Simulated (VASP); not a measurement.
# CsPt (P-6m2) in VASP: notebook, part 2 of 3

VASP 6.6.1. Earlier steps stand in the parts before.

### 3 Single point, PBE

The input, INCAR:

```
PREC = Accurate
ENCUT = 520
EDIFF = 1E-7
ISMEAR = 0
SIGMA = 0.1
LREAL = False
LASPH = True
NELM = 100
ALGO = Normal
ISIF = 2
LWAVE = False
LCHARG = False
GGA = PE
NBANDS = 16
```

The input, KPOINTS:

```
regular mesh
0
Gamma
  18 18 10
```

The input, POSCAR:

```
CsPt
1.0
    3.4369892011      0.0000000000      0.0000000000
   -1.7184946005      2.9765199607      0.0000000000
    0.0000000000      0.0000000000      5.5814269710
Cs Pt
1 1
Direct
    0.0000000000      0.0000000000      0.0000000000
    0.3333333333      0.6666666667      0.5000000000
```

Potentials or basis: VASP PAW PBE potentials, release 64 (Cs_sv, Pt).

Command:

```console
$ cat potpaw_PBE.64/Cs_sv/POTCAR potpaw_PBE.64/Pt/POTCAR > POTCAR
$ mpirun -np 1 vasp_std > vasp.out
```

OUTCAR:

```text
PREC = Accurate
   ENCUT = 520
   EDIFF = 1E-7
   ISMEAR = 0
   LREAL = False
   LASPH = True
   NELM = 100
   ISIF = 2
   GGA = PE

 ion  position               nearest neighbor table
   1  0.000  0.000  0.000-
   2  0.333  0.667  0.500-

  LATTYP: Found a hexagonal cell.
 ALAT       =     3.4369892011
 C/A-ratio  =     1.6239291556

  Lattice vectors:

 A1 = (   3.4369892011,   0.0000000000,   0.0000000000)
 A2 = (  -1.7184946005,   2.9765199607,   0.0000000000)
 A3 = (   0.0000000000,   0.0000000000,   5.5814269710)

Analysis of symmetry for initial positions (statically):
=====================================================================
 Subroutine PRICEL returns:
 Original cell was already a primitive cell.

 Routine SETGRP: Setting up the symmetry group for a
 hexagonal supercell.

 Subroutine GETGRP returns: Found 12 space group operations
 (whereof 12 operations were pure point group operations)
 out of a pool of 24 trial point group operations.

The static configuration has the point symmetry D_3h.

Analysis of symmetry for dynamics (positions and initial velocities):
=====================================================================
 Subroutine PRICEL returns:
 Original cell was already a primitive cell.

 Routine SETGRP: Setting up the symmetry group for a
 hexagonal supercell.

 Subroutine GETGRP returns: Found 12 space group operations
 (whereof 12 operations were pure point group operations)
 out of a pool of 24 trial point group operations.

The dynamic configuration has the point symmetry D_3h.

 Subroutine INISYM returns: Found 12 space group operations
 (whereof 12 operations are pure point group operations),
 and found     1 'primitive' translations

----------------------------------------------------------------------------------------

                                     Primitive cell

  volume of cell :      57.0995

  direct lattice vectors                    reciprocal lattice vectors
     3.436989201  0.000000000  0.000000000     0.290952325  0.167981403  0.000000000
    -1.718494600  2.976519961  0.000000000     0.000000000  0.335962807  0.000000000
     0.000000000  0.000000000  5.581426971     0.000000000  0.000000000  0.179165652

  length of vectors
     3.436989201  3.436989201  5.581426971     0.335962807  0.335962807  0.179165652

  position of ions in fractional coordinates (direct lattice)
     0.000000000  0.000000000  0.000000000
     0.333333333  0.666666667  0.500000000

  ion indices of the primitive-cell ions
   primitive index   ion index
                 1           1
                 2           2

----------------------------------------------------------------------------------------

 KPOINTS: regular mesh

Automatic generation of k-mesh.
 Grid dimensions read from file:
 generate k-points for:   18   18   10

 Generating k-lattice:

  Cartesian coordinates                     Fractional coordinates (reciprocal lattice)
     0.016164018  0.009332300  0.000000000     0.055555556 -0.000000000  0.000000000
     0.000000000  0.018664600  0.000000000     0.000000000  0.055555556  0.000000000
     0.000000000  0.000000000  0.017916565     0.000000000  0.000000000  0.100000000

  Length of vectors
     0.018664600  0.018664600  0.017916565

  Shift w.r.t. Gamma in fractional coordinates (k-lattice)
     0.000000000  0.000000000  0.000000000

 Subroutine IBZKPT returns following result:
 ===========================================

 Found    222 irreducible k-points:

 Following reciprocal coordinates:
            Coordinates               Weight
  0.000000  0.000000  0.000000      1.000000
  0.055556  0.000000  0.000000      6.000000
  0.111111  0.000000  0.000000      6.000000
  0.166667  0.000000  0.000000      6.000000
  0.222222  0.000000  0.000000      6.000000
  0.277778  0.000000  0.000000      6.000000
[... 16 lines left out ...]
  0.333333  0.111111  0.000000     12.000000
  0.388889  0.111111  0.000000     12.000000
 [... further k-points ...]
   k-points           NKPTS =    222   k-points in BZ     NKDIM =    222   number of bands    NBANDS=     16
   number of dos      NEDOS =    301   number of ions     NIONS =      2
   total plane-waves  NPLWV =  32928
   dimension x,y,z NGX =    28 NGY =   28 NGZ =   42
   dimension x,y,z NGXF=    56 NGYF=   56 NGZF=   84
   ions per type =               1   1
   NGX,Y,Z   is equivalent  to a cutoff of  13.54, 13.54, 12.51 a.u.
   NGXF,Y,Z  is equivalent  to a cutoff of  27.09, 27.09, 25.02 a.u.
 SYSTEM =  unknown system
   PREC   = accura    normal or accurate (medium, high low for compatibility)
   ISTART =      0    job   : 0-new  1-cont  2-samecut
   ICHARG =      2    charge: 1-file 2-atom 10-const
   ISPIN  =      1    spin polarized calculation?
   LNONCOLLINEAR =      F non collinear calculations
   LSORBIT =      F    spin-orbit coupling
   LASPH  =      T    aspherical Exc in radial PAW
   ENCUT  =  520.0 eV  38.22 Ry    6.18 a.u.   6.39  6.39 10.38*2*pi/ulx,y,z
   NELM   =    100;   NELMIN=  2; NELMDL= -5     # of ELM steps
   EDIFF  = 0.1E-06   stopping-criterion for ELM
   LREAL  =      F    real-space projection
   EDIFFG = 0.1E-05   stopping-criterion for IOM
   NSW    =      0    number of steps for IOM
   IBRION =     -1    ionic relax: 0-MD 1-quasi-New 2-CG
   NFREE  =      0    steps in history (QN), initial steepest desc. (CG)
   ISIF   =      2    stress and relaxation
   ISYM   =      2    0-nonsym 1-usesym 2-fastsym
   POTIM  = 0.5000    time-step for ionic-motion
   TEBEG  =    0.0;   TEEND  =   0.0 temperature during run
   PSTRESS=    0.0 pullay stress
   NELECT =      19.0000    total number of electrons
   NUPDOWN=      -1.0000    fix difference up-down
   EMIN   =  10.00;   EMAX   =-10.00  energy-range for DOS
   EFERMI =   0.00;   METHOD = LEGACY
   ISMEAR =     0;   SIGMA  =   0.10  broadening in eV -4-tet -1-fermi 0-gaus
   EFERMI_NEDOS =   21; number of points for ismear=-14 and -15
   IALGO  =     38    algorithm
   IMIX   =      4    mixing-type and parameters
     AMIX     =   0.40;   BMIX     =  1.00
     AMIX_MAG =   1.60;   BMIX_MAG =  1.00
  volume/ion in A,a.u.               =      28.55       192.66
  Fermi-wavevector in a.u.,A,eV,Ry     =   1.134441  2.143783 17.510108  1.286957
  Thomas-Fermi vector in A             =   2.271145
   LORBIT       =      0    0 simple, 1 ext, 2 COOP (PROOUT), +10 PAW based schemes
   GGA     = PE    functional components
   LHFCALC =     F    Hartree Fock is set to
   AEXX    =    0.0000 exact exchange contribution
   IVDW    =     0    specifies the selected vdW correction
   LEPSILON=     F    determine dielectric tensor
   LRPA    =     F    only Hartree local field effects (RPA)
 non-spin polarized calculation
 Gauss-broadening in eV      SIGMA  =   0.10
  energy-cutoff  :      520.00
  volume of cell :       57.10
 maximum number of plane-waves:      1558
 NGX is ok and might be reduce to    28
   NGX = 13   NGY = 13   NGZ = 21

 number of electron      19.0000000 magnetization

 Free energy of the ion-electron system (eV)
  ---------------------------------------------------
  ext. energy  EPLUGINS =         0.00000000
  ---------------------------------------------------
  free energy    TOTEN  =        -5.55627698 eV

  energy without entropy =       -5.55264125  energy(sigma->0) =       -5.55445911

 E-fermi :   4.5182     XC(G=0): -10.1586

 val. band max:        4.5069815768   @ k =   0.2222   0.1667   0.5000
 cond. band min:       4.5375277519   @ k =   0.3889   0.0000   0.4000
 fundamental gap:      0.0305461751
 Fermi energy:         4.5182485221

 k-point     1 :       0.0000    0.0000    0.0000
  band No.  band energies     occupation
      1     -18.5855      2.00000
      2      -5.2708      2.00000
      3      -3.1539      2.00000
      4      -3.1539      2.00000
      5       0.2571      2.00000
      6       2.7508      2.00000
[... 8 lines left out ...]
     15      13.8558      0.00000
     16      13.8558      0.00000

 k-point     2 :       0.0556    0.0000    0.0000
  band No.  band energies     occupation
      1     -18.5635      2.00000
      2      -5.2484      2.00000
      3      -3.3217      2.00000
      4      -3.1872      2.00000
      5       0.3310      2.00000
      6       2.7835      2.00000
[... 8 lines left out ...]
     15      13.8070      0.00000
     16      13.8188      0.00000
[... 387 lines left out ...]
      5       2.1860      2.00000
      6       2.9090      2.00000
[... 8 lines left out ...]
     15      12.7366      0.00000
     16      13.2396      0.00000

 k-point    24 :       0.3889    0.1111    0.0000
  band No.  band energies     occupation
      1     -17.7475      2.00000
      2      -6.9067      2.00000
      3      -4.4814      2.00000
      4      -4.4037      2.00000
      5       2.1725      2.00000
      6       2.8130      2.00000
[... 8 lines left out ...]
     15      12.9560      0.00000
     16      13.9491      0.00000

 [... further k-points ...]
[... 5 lines left out ...]
  --------------------------------------------------------------------------------------
  -------------------------------------------------------------------------------------
  Total        0.1119769      0.1119769      0.1323173      0.0000000     -0.0000000      0.0000000
  in kB        3.1420045      3.1420045      3.7127453      0.0000000     -0.0000000      0.0000000
  external PRESSURE =       3.3322514 kB  Pullay stress =       0.0000000 kB

 VOLUME and BASIS-vectors are now :
 -----------------------------------------------------------------------------
  energy-cutoff  :      520.00
  volume of cell :       57.10
      direct lattice vectors                 reciprocal lattice vectors
     3.436989201  0.000000000  0.000000000     0.290952325  0.167981403  0.000000000
    -1.718494600  2.976519961  0.000000000     0.000000000  0.335962807  0.000000000
     0.000000000  0.000000000  5.581426971     0.000000000  0.000000000  0.179165652

 POSITION                                       TOTAL-FORCE (eV/Angst)
 -----------------------------------------------------------------------------------
      0.00000      0.00000      0.00000        -0.000000      0.000000      0.000000
     -0.00000      1.98435      2.79071         0.000000      0.000000      0.000000
 -----------------------------------------------------------------------------------
    total drift:                                0.000000     -0.000000     -0.000000

  FREE ENERGIE OF THE ION-ELECTRON SYSTEM (eV)
  ---------------------------------------------------
  free  energy   TOTEN  =        -5.5562769802 eV

  energy  without entropy=       -5.5526412472  energy(sigma->0) =       -5.55445911
```

OSZICAR:

```text
N       E                     dE             d eps       ncg     rms          rms(c)
DAV:   1     0.971146627772E+02    0.97115E+02   -0.87594E+03  7104   0.105E+03
DAV:   2    -0.143656616142E+01   -0.98551E+02   -0.91226E+02  9776   0.195E+02
DAV:   3    -0.574813000965E+01   -0.43116E+01   -0.42946E+01  8584   0.400E+01
DAV:   4    -0.577455141884E+01   -0.26421E-01   -0.26419E-01  8856   0.357E+00
DAV:   5    -0.577477285755E+01   -0.22144E-03   -0.22144E-03  8848   0.330E-01    0.272E+00
DAV:   6    -0.561664010353E+01    0.15813E+00   -0.26559E-01  8648   0.329E+00    0.106E+00
DAV:   7    -0.556696018678E+01    0.49680E-01   -0.55327E-02  8728   0.141E+00    0.643E-01
DAV:   8    -0.555619651169E+01    0.10764E-01   -0.34327E-02  9152   0.126E+00    0.251E-01
DAV:   9    -0.555625813438E+01   -0.61623E-04   -0.17162E-03  8088   0.290E-01    0.354E-02
DAV:  10    -0.555627458593E+01   -0.16452E-04   -0.38940E-05  9664   0.411E-02    0.181E-02
DAV:  11    -0.555627649769E+01   -0.19118E-05   -0.95651E-06  7792   0.211E-02    0.182E-03
DAV:  12    -0.555627690054E+01   -0.40285E-06   -0.29924E-07  9296   0.347E-03    0.106E-03
DAV:  13    -0.555627698025E+01   -0.79705E-07   -0.56501E-08  5832   0.178E-03
   1 F= -.55562770E+01 E0= -.55544591E+01  d E =-.363573E-02
```

Run time: 2.4 min. Hardware: 1 thread of Intel Xeon Platinum 8259CL at 2.50GHz (Skylake/Cascade Lake), shared host; peak memory 0.34 GiB.

Results:

```
Free energy : -5.5563 eV
Pressure    : 0.3 GPa
```

Caveat: spin-orbit coupling is left out, which moves the levels of the heavy elements.

### 4 Relaxation of cell and atoms, PBE

The input, INCAR:

```
SYSTEM = CsPt
PREC = Accurate
ENCUT = 600
EDIFF = 1E-7
ISMEAR = 0
SIGMA = 0.1
LREAL = .False.
LASPH = .True.
NELM = 100
ALGO = Normal
ISIF = 3
LWAVE = .False.
LCHARG = .False.
GGA = PE
IBRION = 2
NSW = 100
EDIFFG = -0.01
```

The input, KPOINTS:

```
regular mesh
0
Gamma
  18 18 10
  0 0 0
```

The input, POSCAR:

```
CsPt
1.0
    3.4389431741      0.0000000000      0.0000000000
   -1.7194715870      2.9782121509      0.0000000000
    0.0000000000      0.0000000000      5.5790240864
Cs Pt
1 1
Direct
    0.0000000000      0.0000000000      0.0000000000
    0.3333333333      0.6666666667      0.5000000000
```

Command:

```console
$ cat potpaw_PBE.64/Cs_sv/POTCAR potpaw_PBE.64/Pt/POTCAR > POTCAR
$ mpirun -np 1 vasp_std > vasp.out
```

Wall time 6.2 min (1 thread of Intel Xeon Platinum 8259CL at 2.50GHz (Skylake/Cascade Lake), shared host); peak memory 0.38 GiB.

Results (log left out):

| Quantity | Value |
| --- | --- |
| Free energy | -5.5570 eV |
| Relaxed volume | 28.86 Å³/atom |
| Relaxed cell | a = 3.451 Å, b = 3.451 Å, c = 5.597 Å, α = 90.00°, β = 90.00°, γ = 120.00° |
| Space group after relaxing (to 0.05 Å) | P-6m2 (No. 187) |
| Energy gained by relaxing | 0.3 meV/atom |
| Ionic steps | 4 |
| Pressure after relaxing | 0.0 GPa |

Stress tensor (GPa, compression positive):
```
 0.03  0.00  0.00
 0.00  0.03  0.00
 0.00  0.00 -0.04
```

The path:
| step | energy change (eV) | largest force (eV/Å) | pressure (GPa) | volume (Å³) |
| --- | --- | --- | --- | --- |
| 1 | 0.0000 | 0.0000 | 0.35 | 57.14 |
| 2 | -0.0006 | 0.0000 | 0.02 | 57.66 |
| 3 | -0.0006 | 0.0000 | 0.01 | 57.68 |
| 4 | -0.0006 | 0.0000 | 0.01 | 57.72 |

Final structure:
```yaml
crystal:
  lattice:
    - [3.45087, 0.00000, 0.00000]
    - [-1.72543, 2.98854, 0.00000]
    - [0.00000, 0.00000, 5.59669]
  atoms:
    - { symbol: Cs, position: [0.00000, 0.00000, 0.00000] }
    - { symbol: Pt, position: [0.33333, 0.66667, 0.50000] }
```

Levels at points of the mesh, in eV from the Fermi level:
```csv
k point,band 8,band 9,band 10,band 11,band 12,band 13
"(0.00, 0.00, 0.00)",-1.32,-0.77,-0.77,2.53,4.73,5.00
"(0.50, 0.00, 0.00)",-1.08,-0.11,0.99,1.76,1.79,2.54
"(0.00, 0.00, 0.50)",-0.76,-0.76,-0.74,1.03,2.92,5.28
"(0.50, 0.00, 0.50)",-0.86,-0.11,1.03,1.21,2.56,5.86
```

Caveat: spin-orbit coupling is left out, which moves the levels of the heavy elements.

[end of part 2 of 3]
